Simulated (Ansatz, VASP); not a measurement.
## GaN in VASP and in Ansatz

```
Ga N
1.0
     0.00000    2.28316    2.28316
     2.28316    0.00000    2.28316
     2.28316    2.28316    0.00000
Ga N
1 1
Direct
  0.00000 0.00000 0.00000
  0.75000 0.75000 0.75000
```

Alike in both runs: task single point; functional PBEsol; k mesh 7 × 7 × 7; no spin polarisation.

|  | VASP | Ansatz |
| --- | --- | --- |
| version | VASP 6.6.1 | Ansatz 0.2.0 |
| potentials or method | VASP PAW PBE potentials, release 64 (Ga_d, N), cutoff 520 eV | plane waves, PAW |
| occupations | gaussian, width 0.01 eV | fixed |
| valence electrons in the cell | 18 | 18 |

VASP gave:

```
pressure (GPa) : -7.9
```

Which values does Ansatz return?

Pressure (GPa): -7.7.

VASP's potentials were made for PBE, not for PBEsol.
